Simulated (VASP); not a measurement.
Set up this calculation in VASP 6.6.1, as the native input.

```
Task                   : single point
Functional             : PBE
Potentials or basis    : VASP PAW PBE potentials, release 64 (B, N)
Cutoff                 : 600 eV
k mesh                 : 3 × 3 × 3
Occupations            : fermi-dirac, width 0.01 eV
Spin                   : no spin polarisation
Dipole correction      : no
Further INCAR settings : ALGO = Normal; EDIFF = 1e-06; NBANDS = 26
```

The structure of BN (BN (F-43m)) lies in POSCAR:

```
BN
1.0
    3.6241103833      0.0000000000      0.0000000000
    0.0000000000      0.0000000000     -3.6241103833
    0.0000000000      3.6241103833      0.0000000000
B N
4 4
Direct
    0.0000000000      0.0000000000      0.0000000000
    0.0000000000      0.5000000000      0.5000000000
    0.5000000000      0.0000000000      0.5000000000
    0.5000000000      0.5000000000      0.0000000000
    0.2500000000      0.2500000000      0.7500000000
    0.2500000000      0.7500000000      0.2500000000
    0.7500000000      0.2500000000      0.2500000000
    0.7500000000      0.7500000000      0.7500000000
```

These files were run (other wordings do the same):

INCAR

```
ALGO = Normal
EDIFF = 1E-6
ENCUT = 600
GGA = PE
GGA_COMPAT = F
ISIF = 2
ISMEAR = -1
LASPH = T
LCHARG = T
LELF = T
LREAL = F
LVHAR = T
LWAVE = F
NBANDS = 26
NELM = 120
PREC = Accurate
SIGMA = 0.01
```

KPOINTS

```
k-points
0
Gamma
  3 3 3
```

Potentials or basis: VASP PAW PBE potentials, release 64 (B, N).

The run is started by

```sh
$ cat potpaw_PBE.64/B/POTCAR potpaw_PBE.64/N/POTCAR > POTCAR
$ mpirun -np 1 vasp_std > vasp.out
```

Results of the run:

```json
{
 "Pressure": "0.2 GPa",
 "Band gap on the k mesh": "4.45 eV"
}
```

Caveat: the k points lie up to 0.58 Å⁻¹ apart.

It took 7.4 s on 1 thread of Intel(R) Xeon(R) Platinum 8488C (Sapphire Rapids) (shared host), peak memory 0.15 GiB.
